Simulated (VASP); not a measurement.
# KF (Pm-3m) in VASP: G0W0 quasiparticle levels with r2SCAN

Aim: the G0W0 quasiparticle levels of KF with r2SCAN.

All numbers are computed with VASP 6.6.1; they aren't measurements. Logs are shortened: lines on timing, memory, paths and dates and some standing lists are left out, and cuts for length are marked.

**1. The cell of the first run**

It takes space group Pm-3m (No. 221, cubic). The conventional cell has a = 3.179 Å, b = 3.179 Å, c = 3.179 Å, α = 90.00°, β = 90.00°, γ = 90.00°. Within 3.6 Å of K (site symmetry m-3m) lie 8 F at 2.75 Å and 6 K at 3.18 Å. Within 3.6 Å of F (site symmetry m-3m) lie 8 K at 2.75 Å and 6 F at 3.18 Å.

**2. G0W0 quasiparticle levels, r2SCAN**

Contents of POSCAR:

```
KF
1.0
    3.1788706666      0.0000000000      0.0000000000
    0.0000000000      3.1788706666      0.0000000000
    0.0000000000      0.0000000000      3.1788706666
K F
1 1
Direct
    0.0000000000      0.0000000000      0.0000000000
    0.5000000000      0.5000000000      0.5000000000
```

Contents of INCAR.step1:

```
SYSTEM = KF
  PREC = Accurate
  ENCUT = 500
  EDIFF = 1E-8
  ISMEAR = 0
  SIGMA = 0.01
  LREAL = .FALSE.
  LASPH = .TRUE.
  NELM = 80
  ALGO = Normal
  LWAVE = .TRUE.
  LCHARG = .FALSE.
  METAGGA = R2SCAN
  LMIXTAU = .TRUE.
```

Contents of INCAR.step2:

```
SYSTEM = KF
  PREC = Accurate
  ENCUT = 500
  EDIFF = 1E-8
  ISMEAR = 0
  SIGMA = 0.01
  LREAL = .FALSE.
  LASPH = .TRUE.
  NELM = 1
  ALGO = Exact
  LWAVE = .TRUE.
  LCHARG = .FALSE.
  METAGGA = R2SCAN
  LMIXTAU = .TRUE.
  NBANDS = 60
  LOPTICS = .TRUE.
  ISTART = 1
```

Contents of INCAR.step3:

```
SYSTEM = KF
  PREC = Accurate
  ENCUT = 500
  EDIFF = 1E-8
  ISMEAR = 0
  SIGMA = 0.01
  LREAL = .FALSE.
  LASPH = .TRUE.
  ALGO = EVGW0
  LWAVE = .FALSE.
  LCHARG = .FALSE.
  METAGGA = R2SCAN
  LMIXTAU = .TRUE.
  NELMGW = 1
  NBANDS = 60
  ENCUTGW = 80.0
  NOMEGA = 96
  PRECFOCK = Fast
  ISTART = 1
  NBANDSGW = 16
  OMEGAMAX = 30
```

Contents of KPOINTS:

```
Automatic mesh
0
G
  4 4 4
  0 0 0
```

Potentials or basis: VASP PAW PBE potentials, release 64 (K_sv_GW, F_GW).

The run is started by

```bash
$ cat potpaw_PBE.64/K_sv_GW/POTCAR potpaw_PBE.64/F_GW/POTCAR > POTCAR
$ cp INCAR.step1 INCAR
$ mpirun -np 1 vasp_std > vasp.out
$ cp INCAR.step2 INCAR
$ mpirun -np 1 vasp_std > vasp.out
$ cp INCAR.step3 INCAR
$ mpirun -np 1 vasp_std > vasp.out
```

OUTCAR:

```text
SYSTEM = KF
   PREC = Accurate
   ENCUT = 500
   EDIFF = 1E-8
   ISMEAR = 0
   LREAL = .FALSE.
   LASPH = .TRUE.
   METAGGA = R2SCAN
   NELMGW = 1
   ENCUTGW = 80.0
   PRECFOCK = Fast
   ISTART = 1

 ion  position               nearest neighbor table
   1  0.000  0.000  0.000-
   2  0.500  0.500  0.500-

  LATTYP: Found a simple cubic cell.
 ALAT       =     3.1788706666

  Lattice vectors:

 A1 = (   3.1788706666,   0.0000000000,   0.0000000000)
 A2 = (   0.0000000000,   3.1788706666,   0.0000000000)
 A3 = (   0.0000000000,   0.0000000000,   3.1788706666)

Analysis of symmetry for initial positions (statically):
=====================================================================
 Subroutine PRICEL returns:
 Original cell was already a primitive cell.

 Routine SETGRP: Setting up the symmetry group for a
 simple cubic supercell.

 Subroutine GETGRP returns: Found 48 space group operations
 (whereof 48 operations were pure point group operations)
 out of a pool of 48 trial point group operations.

The static configuration has the point symmetry O_h .

Analysis of symmetry for dynamics (positions and initial velocities):
=====================================================================
 Subroutine PRICEL returns:
 Original cell was already a primitive cell.

 Routine SETGRP: Setting up the symmetry group for a
 simple cubic supercell.

 Subroutine GETGRP returns: Found 48 space group operations
 (whereof 48 operations were pure point group operations)
 out of a pool of 48 trial point group operations.

The dynamic configuration has the point symmetry O_h .

 Subroutine INISYM returns: Found 48 space group operations
 (whereof 48 operations are pure point group operations),
 and found     1 'primitive' translations

----------------------------------------------------------------------------------------

                                     Primitive cell

  volume of cell :      32.1232

  direct lattice vectors                    reciprocal lattice vectors
     3.178870667  0.000000000  0.000000000     0.314577127  0.000000000  0.000000000
     0.000000000  3.178870667  0.000000000     0.000000000  0.314577127  0.000000000
     0.000000000  0.000000000  3.178870667     0.000000000  0.000000000  0.314577127

  length of vectors
     3.178870667  3.178870667  3.178870667     0.314577127  0.314577127  0.314577127

  position of ions in fractional coordinates (direct lattice)
     0.000000000  0.000000000  0.000000000
     0.500000000  0.500000000  0.500000000

  ion indices of the primitive-cell ions
   primitive index   ion index
                 1           1
                 2           2

----------------------------------------------------------------------------------------

 KPOINTS: Automatic mesh

Automatic generation of k-mesh.
 Grid dimensions read from file:
 generate k-points for:    4    4    4

 Generating k-lattice:

  Cartesian coordinates                     Fractional coordinates (reciprocal lattice)
     0.078644282  0.000000000  0.000000000     0.250000000  0.000000000  0.000000000
     0.000000000  0.078644282  0.000000000     0.000000000  0.250000000  0.000000000
     0.000000000  0.000000000  0.078644282     0.000000000  0.000000000  0.250000000

  Length of vectors
     0.078644282  0.078644282  0.078644282

  Shift w.r.t. Gamma in fractional coordinates (k-lattice)
     0.000000000  0.000000000  0.000000000

 Subroutine IBZKPT returns following result:
 ===========================================

 Found     10 irreducible k-points:

 Following reciprocal coordinates:
            Coordinates               Weight
  0.000000  0.000000  0.000000      1.000000
  0.250000  0.000000  0.000000      6.000000
  0.500000  0.000000  0.000000      3.000000
  0.250000  0.250000  0.000000     12.000000
  0.500000  0.250000  0.000000     12.000000
  0.500000  0.500000  0.000000      3.000000
  0.250000  0.250000  0.250000      8.000000
  0.500000  0.250000  0.250000     12.000000
  0.500000  0.500000  0.250000      6.000000
  0.500000  0.500000  0.500000      1.000000
   k-points           NKPTS =     10   k-points in BZ     NKDIM =     64   number of bands    NBANDS=     60
   number of dos      NEDOS =    301   number of ions     NIONS =      2
   total plane-waves  NPLWV =  13824
   dimension x,y,z NGX =    24 NGY =   24 NGZ =   24
   dimension x,y,z NGXF=    48 NGYF=   48 NGZF=   48
   ions per type =               1   1
   NGX,Y,Z   is equivalent  to a cutoff of  12.55, 12.55, 12.55 a.u.
   NGXF,Y,Z  is equivalent  to a cutoff of  25.10, 25.10, 25.10 a.u.
 SYSTEM =  KF
   PREC   = accura    normal or accurate (medium, high low for compatibility)
   ISTART =      1    job   : 0-new  1-cont  2-samecut
   ICHARG =      0    charge: 1-file 2-atom 10-const
   ISPIN  =      1    spin polarized calculation?
   LNONCOLLINEAR =      F non collinear calculations
   LSORBIT =      F    spin-orbit coupling
   LASPH  =      T    aspherical Exc in radial PAW
   ENCUT  =  500.0 eV  36.75 Ry    6.06 a.u.   5.80  5.80  5.80*2*pi/ulx,y,z
   NELM   =     60;   NELMIN=  2; NELMDL=  0     # of ELM steps
   EDIFF  = 0.1E-07   stopping-criterion for ELM
   LREAL  =      F    real-space projection
   EDIFFG = 0.1E-06   stopping-criterion for IOM
   NSW    =      0    number of steps for IOM
   IBRION =     -1    ionic relax: 0-MD 1-quasi-New 2-CG
   NFREE  =      0    steps in history (QN), initial steepest desc. (CG)
   ISIF   =      0    stress and relaxation
   ISYM   =      3    0-nonsym 1-usesym 2-fastsym
   POTIM  = 0.5000    time-step for ionic-motion
   TEBEG  =    0.0;   TEEND  =   0.0 temperature during run
   PSTRESS=    0.0 pullay stress
   NELECT =      16.0000    total number of electrons
   NUPDOWN=      -1.0000    fix difference up-down
   EMIN   =  10.00;   EMAX   =-10.00  energy-range for DOS
   EFERMI =   0.00;   METHOD = LEGACY
   ISMEAR =     0;   SIGMA  =   0.01  broadening in eV -4-tet -1-fermi 0-gaus
   EFERMI_NEDOS =   21; number of points for ismear=-14 and -15
   IALGO  =     38    algorithm
   IMIX   =      4    mixing-type and parameters
     AMIX     =   0.40;   BMIX     =  1.00
     AMIX_MAG =   1.60;   BMIX_MAG =  1.00
  volume/ion in A,a.u.               =      16.06       108.39
  Fermi-wavevector in a.u.,A,eV,Ry     =   1.297703  2.452303 22.912660  1.684033
  Thomas-Fermi vector in A             =   2.429078
   LORBIT       =      0    0 simple, 1 ext, 2 COOP (PROOUT), +10 PAW based schemes
   METAGGA = R2SCAN    functional components
   LHFCALC =     T    Hartree Fock is set to
   PRECFOCK=fast      Normal, Fast or Accurate (Low or Medium for compatibility)
   ENCUT4O =  -1.0   cutoff for four orbital integrals eV
   NKREDX  =     1    reduce k-point grid by
   NKREDY  =     1    reduce k-point grid by
   NKREDZ  =     1    reduce k-point grid by
   AEXX    =    1.0000 exact exchange contribution
   HFSCREEN=    0.0000 screening length (either q_TF or 0.3 A-1)
   HFSCREENC=   0.0000 screening length for correlation (either q_TF or 0.3 A-1)
   ENCUTFOCK=  -1.0 apply spherical cutoff to Coloumb kernel
   IVDW    =     0    specifies the selected vdW correction
   LEPSILON=     F    determine dielectric tensor
   LRPA    =     F    only Hartree local field effects (RPA)
   LRPAFORCE           =     F    calculate RPA forces
   ENCUTGW             =  80.0    cutoff for response function in eV
   ENCUTGWSOFT         =  64.0    soft cutoff for Coulomb kernel in GW response function in eV
   ENCUTLF             =  -1.0    cutoff for local field effects
   NELMGW              =     1    number of iterations in solving QP/BSE equation
   NELMHF              =     1    number of iterations in the inner HF iteration
   NKREDLFX            =     1    NKREDLFY  =   1   NKREDLFZ  =   1
 non-spin polarized calculation
 Gauss-broadening in eV      SIGMA  =   0.01
  energy-cutoff  :      500.00
  volume of cell :       32.12
 maximum number of plane-waves:       840
 NGX is ok and might be reduce to    24
  NGX = 14; NGY = 14; NGZ = 14
   NGX = 11   NGY = 11   NGZ = 11
 maximum number of plane-waves:        60
 NGX is ok and might be reduce to    10

 QP shifts <psi_nk| G(iteration)W_0 |psi_nk>: iteration 1
 for sc-GW calculations column KS-energies equals QP-energies in previous step
 and V_xc(KS)=  KS-energies - (<T + V_ion + V_H > + <T+V_H+V_ion>^1  + <V_x>^1)

 k-point   1 :       0.0000    0.0000    0.0000
  band No.  KS-energies  QP-energies   sigma(KS)   V_xc(KS)     V^pw_x(r,r')   Z            occupation Imag(sigma)

      1     -27.3412     -28.8496     -22.0122     -19.7148     -30.6286       0.6566       2.0000       0.4689
      2     -19.6165     -22.3661     -28.8958     -24.8708     -37.0234       0.6831       2.0000       0.5187
      3      -9.4995     -12.2493     -22.0000     -18.7769     -24.9836       0.8531       2.0000       0.0652
      4      -9.4995     -12.2493     -22.0000     -18.7769     -24.9836       0.8531       2.0000       0.0652
      5      -9.4995     -12.2493     -22.0000     -18.7769     -24.9836       0.8531       2.0000       0.0652
      6       0.4333      -1.4635     -25.1298     -22.7919     -29.8608       0.8114       2.0000       0.0845
[... 8 lines left out ...]
     15      23.6575      26.0666      -7.4508     -10.1701      -3.7326       0.8859       0.0000      -0.2210
     16      23.6575      26.0666      -7.4508     -10.1701      -3.7326       0.8859       0.0000      -0.2210

 k-point   2 :       0.2500    0.0000    0.0000
  band No.  KS-energies  QP-energies   sigma(KS)   V_xc(KS)     V^pw_x(r,r')   Z            occupation Imag(sigma)

      1     -27.2583     -28.7734     -22.0855     -19.7825     -30.6685       0.6579       2.0000       0.4595
      2     -19.6438     -22.3760     -28.8336     -24.8104     -36.9664       0.6791       2.0000       0.5204
      3      -9.9149     -12.7225     -21.7386     -18.4432     -24.7303       0.8520       2.0000       0.0672
      4      -9.4304     -12.1742     -22.0579     -18.8486     -25.0238       0.8549       2.0000       0.0619
      5      -9.4304     -12.1742     -22.0579     -18.8486     -25.0238       0.8549       2.0000       0.0619
      6      -0.2473      -2.2844     -23.7410     -21.2143     -28.2767       0.8062       2.0000       0.0881
[... 8 lines left out ...]
     15      20.6015      22.8822      -9.3428     -12.0368      -5.4966       0.8466       0.0000      -0.1688
     16      20.6290      21.9682      -6.1237      -7.6653      -2.5189       0.8687       0.0000      -0.1332

 k-point   3 :       0.5000    0.0000    0.0000
  band No.  KS-energies  QP-energies   sigma(KS)   V_xc(KS)     V^pw_x(r,r')   Z            occupation Imag(sigma)

      1     -27.1729     -28.7046     -22.1600     -19.8545     -30.7112       0.6644       2.0000       0.4502
      2     -19.6757     -22.4097     -28.7551     -24.7334     -36.8921       0.6798       2.0000       0.5219
      3     -10.2920     -13.1561     -21.5630     -18.2001     -24.5736       0.8517       2.0000       0.0695
      4      -9.3595     -12.0953     -22.1194     -18.9239     -25.0661       0.8561       2.0000       0.0584
      5      -9.3595     -12.0953     -22.1194     -18.9239     -25.0661       0.8561       2.0000       0.0584
      6      -0.8225      -2.9746     -22.8327     -20.1561     -27.2919       0.8040       2.0000       0.0946
[... 114 lines left out ...]
      1     -26.9786     -28.5595     -22.3503     -20.0229     -30.8346       0.6792       2.0000       0.4457
      2     -19.4894     -22.2303     -29.1445     -25.1040     -37.2605       0.6784       2.0000       0.4913
      3     -10.3129     -13.1837     -21.3584     -17.9831     -24.3869       0.8505       2.0000       0.0776
      4     -10.3129     -13.1837     -21.3584     -17.9831     -24.3869       0.8505       2.0000       0.0776
      5      -9.7400     -12.5276     -21.8161     -18.5486     -24.7741       0.8531       2.0000       0.0621
      6      -0.4176      -2.4716     -23.6862     -21.1327     -28.2490       0.8044       2.0000       0.0904
[... 8 lines left out ...]
     15      17.3078      18.7920      -8.3054     -10.0278      -4.7674       0.8618       0.0000      -0.0811
     16      20.2257      23.0423      -9.2205     -12.5235      -5.3926       0.8527       0.0000      -0.1182

 k-point  10 :       0.5000    0.5000    0.5000
  band No.  KS-energies  QP-energies   sigma(KS)   V_xc(KS)     V^pw_x(r,r')   Z            occupation Imag(sigma)

      1     -26.9164     -28.5059     -22.4127     -20.0763     -30.8743       0.6803       2.0000       0.4425
      2     -19.4439     -22.1799     -29.2234     -25.1823     -37.3316       0.6770       2.0000       0.4825
      3     -10.1843     -13.0418     -21.4905     -18.1390     -24.4703       0.8526       2.0000       0.0659
      4     -10.1843     -13.0418     -21.4905     -18.1390     -24.4703       0.8526       2.0000       0.0659
      5     -10.1843     -13.0418     -21.4905     -18.1390     -24.4703       0.8526       2.0000       0.0659
      6      -0.6881      -2.7866     -23.1307     -20.5156     -27.6565       0.8025       2.0000       0.0940
[... 8 lines left out ...]
     15      17.6072      18.8545      -7.3279      -8.7640      -3.7590       0.8685       0.0000      -0.0757
     16      17.6072      18.8545      -7.3279      -8.7640      -3.7590       0.8685       0.0000      -0.0757
```

It took 67 s on 1 thread of Intel Xeon Platinum 8375C at 2.90GHz (Ice Lake), shared host; peak memory 0.29 GiB.

What came out:

```
Quasiparticle gap                                   : 10.67 eV
Least direct quasiparticle gap                      : 10.71 eV
Band gap of the starting levels on the mesh         : 7.74 eV
Least direct gap of the starting levels on the mesh : 7.77 eV
```

Caveat: the k points lie up to 0.49 Å⁻¹ apart; bands, screening cutoff and mesh are small and nothing is extrapolated, so the quasiparticle values aren't converged.
